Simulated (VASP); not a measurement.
# Ti4C (P-43m) in VASP: a series of runs, part 2 of 2

VASP 6.6.1. Earlier steps stand in the parts before.

### 4 Relaxation of cell and atoms, PBE

INCAR reads:

```
SYSTEM = Ti4C
PREC = Accurate ; ENCUT = 600
EDIFF = 1E-7 ; ISMEAR = 0
SIGMA = 0.1 ; LREAL = .FALSE.
LASPH = .TRUE. ; NELM = 80
ALGO = Normal ; ISIF = 3
LWAVE = .FALSE. ; LCHARG = .FALSE.
GGA = PE ; IBRION = 2
NSW = 90 ; EDIFFG = -0.04
```

KPOINTS reads:

```
regular mesh
0
G
  4 4 4
  0 0 0
```

POSCAR reads:

```
Ti4C
1.0
    4.2409136400      0.0000000000      0.0000000000
    0.0000000000      4.2409136400      0.0000000000
    0.0000000000      0.0000000000      4.2409136400
Ti C
4 1
Direct
    0.2500000000      0.2500000000      0.2500000000
    0.7500000000      0.7500000000      0.2500000000
    0.2500000000      0.7500000000      0.7500000000
    0.7500000000      0.2500000000      0.7500000000
    0.0000000000      0.0000000000      0.0000000000
```

Potentials or basis: VASP PAW PBE potentials, release 64 (Ti_sv, C).

Launch:

```bash
cat potpaw_PBE.64/Ti_sv/POTCAR potpaw_PBE.64/C/POTCAR > POTCAR
mpirun -np 1 vasp_std > vasp.out
```

OUTCAR:

```text
SYSTEM = Ti4C
   PREC = Accurate
   ENCUT = 600
   EDIFF = 1E-7
   ISMEAR = 0
   LREAL = .FALSE.
   LASPH = .TRUE.
   NELM = 80
   ISIF = 3
   GGA = PE
   IBRION = 2
   NSW = 90
   EDIFFG = -0.04

 ion  position               nearest neighbor table
   1  0.250  0.250  0.250-   5 1.84
   2  0.750  0.750  0.250-   5 1.84
   3  0.250  0.750  0.750-   5 1.84
   4  0.750  0.250  0.750-   5 1.84
   5  0.000  0.000  0.000-   1 1.84   2 1.84   3 1.84   4 1.84

  LATTYP: Found a simple cubic cell.
 ALAT       =     4.2409136400

  Lattice vectors:

 A1 = (   4.2409136400,   0.0000000000,   0.0000000000)
 A2 = (   0.0000000000,   4.2409136400,   0.0000000000)
 A3 = (   0.0000000000,   0.0000000000,   4.2409136400)

Analysis of symmetry for initial positions (statically):
=====================================================================
 Subroutine PRICEL returns:
 Original cell was already a primitive cell.

 Routine SETGRP: Setting up the symmetry group for a
 simple cubic supercell.

 Subroutine GETGRP returns: Found 24 space group operations
 (whereof 24 operations were pure point group operations)
 out of a pool of 48 trial point group operations.
[... 142 lines left out ...]
 maximum number of plane-waves:      2560
 NGX is ok and might be reduce to    36
   NGX = 17   NGY = 17   NGZ = 17

--------------------------------------- Ionic step        1  -------------------------------------------

 number of electron      51.9999985 magnetization

 Free energy of the ion-electron system (eV)
  ---------------------------------------------------
  ext. energy  EPLUGINS =         0.00000000
  ---------------------------------------------------
  free energy    TOTEN  =       -38.76465710 eV

  energy without entropy =      -38.72153905  energy(sigma->0) =      -38.74309808

------------------------ aborting loop because EDIFF is reached ----------------------------------------

  FORCE on cell =-STRESS in cart. coord.  units (eV):
  Direction    XX          YY          ZZ          XY          YZ          ZX
  --------------------------------------------------------------------------------------
  -------------------------------------------------------------------------------------
  Total        7.7590800      7.7590800      7.7590800      0.0000000      0.0000000      0.0000000
  in kB      162.9830821    162.9830821    162.9830821      0.0000000      0.0000000      0.0000000
  external PRESSURE =     162.9830821 kB  Pullay stress =       0.0000000 kB
[... 221 lines left out ...]
--------------------------------------- Ionic step        7  -------------------------------------------

 number of electron      51.9999996 magnetization

 Free energy of the ion-electron system (eV)
  ---------------------------------------------------
  ext. energy  EPLUGINS =         0.00000000
  ---------------------------------------------------
  free energy    TOTEN  =       -39.30287103 eV

  energy without entropy =      -39.25627222  energy(sigma->0) =      -39.27957162

 E-fermi :   7.2246     XC(G=0): -11.0927

 val. band max:        7.1904399690   @ k =   0.5000   0.5000   0.0000
 cond. band min:       7.2300968296   @ k =   0.5000   0.2500   0.2500
 fundamental gap:      0.0396568606
 Fermi energy:         7.2246346158

 k-point     1 :       0.0000    0.0000    0.0000
  band No.  band energies     occupation
      1     -49.5628      2.00000
      2     -49.4793      2.00000
      3     -49.4793      2.00000
      4     -49.4793      2.00000
      5     -25.9963      2.00000
      6     -25.9963      2.00000
[... 361 lines left out ...]
  FREE ENERGIE OF THE ION-ELECTRON SYSTEM (eV)
  ---------------------------------------------------
  free  energy   TOTEN  =       -39.3028710251 eV

  energy  without entropy=      -39.2562722208  energy(sigma->0) =      -39.27957162

 reached required accuracy - stopping structural energy minimisation
```

OSZICAR:

```text
N       E                     dE             d eps       ncg     rms          rms(c)
DAV:   1     0.705755128986E+03    0.70576E+03   -0.29788E+04   620   0.229E+03
DAV:   2     0.533239985601E+02   -0.65243E+03   -0.64423E+03   620   0.641E+02
DAV:   3    -0.398845200922E+02   -0.93209E+02   -0.91753E+02  1041   0.195E+02
DAV:   4    -0.495312699487E+02   -0.96467E+01   -0.95856E+01   888   0.627E+01
[... 94 lines left out ...]
DAV:   7    -0.393028672476E+02   -0.11938E-04   -0.18424E-05   908   0.203E-02    0.612E-03
DAV:   8    -0.393028702736E+02   -0.30260E-05   -0.57670E-06   734   0.117E-02    0.104E-03
DAV:   9    -0.393028708646E+02   -0.59101E-06   -0.87088E-07   720   0.585E-03    0.378E-04
DAV:  10    -0.393028710209E+02   -0.15636E-06   -0.10322E-07   388   0.253E-03    0.195E-04
DAV:  11    -0.393028710251E+02   -0.41655E-08   -0.42674E-08   352   0.179E-03
   7 F= -.39302871E+02 E0= -.39279572E+02  d E =-.165836E-02
```

CONTCAR:

```text
Ti4C
   1.00000000000000
     4.3618887734375758    0.0000000000000000   -0.0000000000000000
    -0.0000000000000000    4.3618887734375758   -0.0000000000000000
     0.0000000000000000    0.0000000000000000    4.3618887734375758
  Ti              C
     4     1
Direct
     0.2573717511450813    0.2573717511450813    0.2573717511450813
     0.7426282488549186    0.7426282488549186    0.2573717511450813
     0.2573717511450813    0.7426282488549186    0.7426282488549186
     0.7426282488549186    0.2573717511450813    0.7426282488549186
     0.0000000000000000    0.0000000000000000    0.0000000000000000

  0.00000000E+00  0.00000000E+00  0.00000000E+00
  0.00000000E+00  0.00000000E+00  0.00000000E+00
  0.00000000E+00  0.00000000E+00  0.00000000E+00
  0.00000000E+00  0.00000000E+00  0.00000000E+00
  0.00000000E+00  0.00000000E+00  0.00000000E+00
```

Wall time 4.5 min (1 thread of Intel Xeon 8259CL, shared host); peak memory 0.22 GiB.

Results:

| Property | Result |
| --- | --- |
| Free energy | -39.3029 eV |
| Relaxed volume | 16.60 Å³/atom |
| Relaxed cell | a = 4.362 Å, b = 4.362 Å, c = 4.362 Å, α = 90.00°, β = 90.00°, γ = 90.00° |
| Space group after relaxing (to 0.1 Å) | P-43m (No. 215) |
| Energy gained by relaxing | 107.6 meV/atom |
| Ionic steps | 7 |
| Pressure after relaxing | 0.3 GPa |
| Band gap on the k mesh | zero (bands 26 and 27 overlap by 0.71 eV) |

The path:
```tsv
step	energy change (eV)	largest force (eV/Å)	pressure (GPa)	volume (Å³)
1	0.0000	2.1839	16.30	76.27
2	0.1631	1.3376	-13.32	94.72
3	-0.5358	0.0258	-0.88	83.99
4	-0.5366	0.0760	-0.45	83.72
5	-0.5366	0.1053	-0.19	83.57
6	-0.5379	0.0640	0.08	83.24
7	-0.5382	0.0325	0.27	82.99
```

Final structure:
```
Ti C
1.0
     4.36189    0.00000    0.00000
     0.00000    4.36189    0.00000
     0.00000    0.00000    4.36189
Ti C
4 1
Direct
  0.25737 0.25737 0.25737
  0.74263 0.74263 0.25737
  0.25737 0.74263 0.74263
  0.74263 0.25737 0.74263
  0.00000 0.00000 0.00000
```

Levels at points of the mesh, in eV from the Fermi level:
```csv
k point,band 23,band 24,band 25,band 26,band 27,band 28,band 29,band 30
"(0.00, 0.00, 0.00)",-1.34,-0.47,-0.47,-0.47,0.03,1.74,1.74,2.36
"(0.50, 0.00, 0.00)",-0.43,-0.38,-0.37,-0.36,-0.24,-0.24,0.66,0.92
"(0.50, 0.50, 0.00)",-1.21,-0.90,-0.27,-0.03,0.07,0.07,0.63,0.63
"(0.50, 0.50, 0.50)",-1.65,-0.85,0.47,0.47,0.47,0.64,0.64,0.73
```

Caveat: the k points lie up to 0.36 Å⁻¹ apart in the final cell, too coarse for converged energies and pressures of a metal.

### 5 Single point, PBE

This run uses another cell than the first one, of 16.69 Å³/atom.

INCAR reads:

```
SYSTEM = Ti4C
  PREC = Accurate
  ENCUT = 520
  EDIFF = 1E-7
  ISMEAR = 0
  SIGMA = 0.1
  LREAL = .False.
  LASPH = .True.
  NELM = 80
  ALGO = Normal
  ISIF = 2
  LWAVE = .False.
  LCHARG = .False.
  GGA = PE
  NBANDS = 34
```

KPOINTS reads:

```
regular mesh
0
Gamma
  8 8 8
  0 0 0
```

POSCAR reads:

```
Ti4C
1.0
    4.3699049880      0.0000000000      0.0000000000
    0.0000000000      4.3699049880      0.0000000000
    0.0000000000      0.0000000000      4.3699049880
Ti C
4 1
Direct
    0.2567052410      0.2567052410      0.2567052410
    0.7432947590      0.7432947590      0.2567052410
    0.2567052410      0.7432947590      0.7432947590
    0.7432947590      0.2567052410      0.7432947590
    0.0000000000      0.0000000000      0.0000000000
```

Launch:

```bash
cat potpaw_PBE.64/Ti_sv/POTCAR potpaw_PBE.64/C/POTCAR > POTCAR
mpirun -np 1 vasp_std > vasp.out
```

Wall time 2.6 min (1 thread of Intel Xeon 8259CL, shared host); peak memory 0.24 GiB.

It converged, with:

- Free energy: -39.2817 eV
- Pressure: 0.0 GPa
- Largest force: 0.034 eV/Å
- Band gap on the k mesh: zero (bands 26 and 27 overlap by 0.70 eV)

Forces in eV/Å, atoms in the order of the input:
```
Ti   0.020  0.020  0.020
Ti  -0.020 -0.020  0.020
Ti   0.020 -0.020 -0.020
Ti  -0.020  0.020 -0.020
C    0.000  0.000  0.000
```

Levels at points of the mesh, in eV from the Fermi level:
| k point | band 24 | band 25 | band 26 | band 27 | band 28 | band 29 |
| --- | --- | --- | --- | --- | --- | --- |
| (0.00, 0.00, 0.00) | -0.48 | -0.48 | -0.48 | 0.01 | 1.74 | 1.74 |
| (0.50, 0.00, 0.00) | -0.38 | -0.38 | -0.36 | -0.25 | -0.25 | 0.67 |
| (0.50, 0.50, 0.00) | -0.91 | -0.28 | -0.04 | 0.05 | 0.05 | 0.62 |
| (0.50, 0.50, 0.50) | -0.88 | 0.45 | 0.45 | 0.45 | 0.62 | 0.62 |

### 6 Single point, PBE, collinear spin

This run uses another cell than the first one, of 16.66 Å³/atom.

INCAR reads:

```
PREC = Accurate ; ENCUT = 520
EDIFF = 1E-6 ; ISMEAR = 0
SIGMA = 0.1 ; LREAL = False
LASPH = True ; NELM = 150
ALGO = Normal ; ISIF = 2
LWAVE = False ; LCHARG = False
ISPIN = 2 ; MAGMOM = 1 1 1 1 0
LORBIT = 11 ; LMAXMIX = 4
GGA = PE ; NBANDS = 38
```

KPOINTS reads:

```
Automatic mesh
0
Gamma
  4 4 4
```

POSCAR reads:

```
Ti4C
1.0
    4.3676019524      0.0000000000      0.0000000000
    0.0000000000      4.3676019524      0.0000000000
    0.0000000000      0.0000000000      4.3676019524
Ti C
4 1
Direct
    0.2568430006      0.2568430006      0.2568430006
    0.7431569994      0.7431569994      0.2568430006
    0.2568430006      0.7431569994      0.7431569994
    0.7431569994      0.2568430006      0.7431569994
    0.0000000000      0.0000000000      0.0000000000
```

Potentials or basis: VASP PAW PBE potentials, release 64 (Ti_sv, C).

Launch:

```bash
cat potpaw_PBE.64/Ti_sv/POTCAR potpaw_PBE.64/C/POTCAR > POTCAR
mpirun -np 1 vasp_std > vasp.out
```

Wall time 1.7 min (1 thread of Intel Xeon 8259CL, shared host); peak memory 0.22 GiB.

The run converged. Its results:

| Property | Result |
| --- | --- |
| Free energy | -39.3058 eV |
| Pressure | 0.0 GPa |
| Largest force | 0.080 eV/Å |
| Band gap on the k mesh | zero (filled and empty bands overlap) |
| Net moment | 0.00 μB per cell |
| Valence electrons inside the program's atomic spheres | Ti 10.27; C 2.51 |

Forces on the atoms (eV/Å):
```
Ti   0.046  0.046  0.046
Ti  -0.046 -0.046  0.046
Ti   0.046 -0.046 -0.046
Ti  -0.046  0.046 -0.046
C    0.000  0.000  0.000
```

Levels at points of the mesh, in eV from the Fermi level:
Spin up:
```tsv
k point	band 23	band 24	band 25	band 26	band 27	band 28	band 29	band 30
(0.00, 0.00, 0.00)	-1.33	-0.47	-0.47	-0.47	0.04	1.75	1.75	2.33
(0.50, 0.00, 0.00)	-0.42	-0.37	-0.37	-0.36	-0.24	-0.24	0.68	0.90
(0.50, 0.50, 0.00)	-1.21	-0.90	-0.27	-0.03	0.06	0.06	0.63	0.63
(0.50, 0.50, 0.50)	-1.65	-0.85	0.46	0.46	0.46	0.63	0.63	0.73
```
Spin down:
```tsv
k point	band 23	band 24	band 25	band 26	band 27	band 28	band 29	band 30
(0.00, 0.00, 0.00)	-1.33	-0.47	-0.47	-0.47	0.04	1.75	1.75	2.33
(0.50, 0.00, 0.00)	-0.41	-0.37	-0.37	-0.36	-0.24	-0.24	0.68	0.90
(0.50, 0.50, 0.00)	-1.20	-0.90	-0.26	-0.03	0.06	0.06	0.63	0.63
(0.50, 0.50, 0.50)	-1.65	-0.85	0.46	0.46	0.46	0.64	0.64	0.73
```

### 7 Relaxation of cell and atoms, PBE

This run uses another cell than the first one, of 16.66 Å³/atom.

INCAR reads:

```
PREC = Accurate
ENCUT = 600
EDIFF = 1E-6
ISMEAR = 0
SIGMA = 0.1
LREAL = F
LASPH = T
NELM = 80
ALGO = Normal
ISIF = 3
LWAVE = F
LCHARG = F
GGA = PE
IBRION = 2
NSW = 100
EDIFFG = -0.01
```

KPOINTS reads:

```
regular mesh
0
Gamma
  8 8 8
```

POSCAR is that of step 6.

Launch:

```bash
cat potpaw_PBE.64/Ti_sv/POTCAR potpaw_PBE.64/C/POTCAR > POTCAR
mpirun -np 1 vasp_std > vasp.out
```

It took 3.6 min on 1 thread of Intel Xeon 8259CL, shared host; peak memory 0.26 GiB.

The run converged. Its results:

```yaml
Free_energy: -39.2821 eV
Relaxed_volume: 16.68 Å³/atom
Relaxed_cell: a = 4.369 Å, b = 4.369 Å, c = 4.369 Å, α = 90.00°, β = 90.00°, γ = 90.00°
Space_group_after_relaxing_to_0.1_Å: P-43m (No. 215)
Energy_gained_by_relaxing: 0.0 meV/atom
Ionic_steps: 2
Pressure_after_relaxing: -0.1 GPa
Band_gap_on_the_k_mesh: zero (bands 26 and 27 overlap by 0.70 eV)
```

Final structure:
```xyz
5
Lattice="4.3687 0.0000 0.0000 0.0000 4.3687 0.0000 0.0000 0.0000 4.3687" Properties=species:S:1:pos:R:3 pbc="T T T"
Ti    1.1227    1.1227    1.1227
Ti    3.2460    3.2460    1.1227
Ti    1.1227    3.2460    3.2460
Ti    3.2460    1.1227    3.2460
C     4.3687    4.3687    0.0000
```

Levels at points of the mesh, in eV from the Fermi level:
```
           k point  band 23  band 24  band 25  band 26  band 27  band 28  band 29  band 30
(0.00, 0.00, 0.00)    -1.34    -0.48    -0.48    -0.48     0.00     1.73     1.73     2.31
(0.50, 0.00, 0.00)    -0.44    -0.38    -0.37    -0.36    -0.25    -0.25     0.66     0.89
(0.50, 0.50, 0.00)    -1.22    -0.90    -0.28    -0.04     0.05     0.05     0.62     0.62
(0.50, 0.50, 0.50)    -1.65    -0.88     0.45     0.45     0.45     0.62     0.62     0.73
```

### 8 The runs side by side

```tsv
task	spin	cell	k mesh	cutoff (eV)	gap on the mesh (eV)	pressure (GPa)	relaxed volume (Å³/atom)	largest force (eV/Å)
single point	off	a = 4.241 Å, 5 atoms, atomic positions A	4 × 4 × 4	520	none	16.3	-	-
single point	off	a = 4.368 Å, 5 atoms, atomic positions B	4 × 4 × 4	520	none	0.1	-	0.08
relaxation of cell and atoms	off	relaxed from a = 4.241 Å, 5 atoms, atomic positions A	4 × 4 × 4	600	none	0.3	16.60	-
single point	off	a = 4.370 Å, 5 atoms, atomic positions B	8 × 8 × 8	520	none	0.0	-	0.03
single point	collinear	a = 4.368 Å, 5 atoms, atomic positions B	4 × 4 × 4	520	none	0.0	-	0.08
relaxation of cell and atoms	off	relaxed from a = 4.368 Å, 5 atoms, atomic positions B	8 × 8 × 8	600	none	-0.1	16.68	-
```

Alike in all rows: level PBE; potentials or basis VASP PAW PBE potentials, release 64 (Ti_sv, C); smearing gaussian 0.1 eV.

Caveats: some runs use coarse meshes.

Total energies depend on the potentials used, so only differences within one code and one set of settings carry meaning.
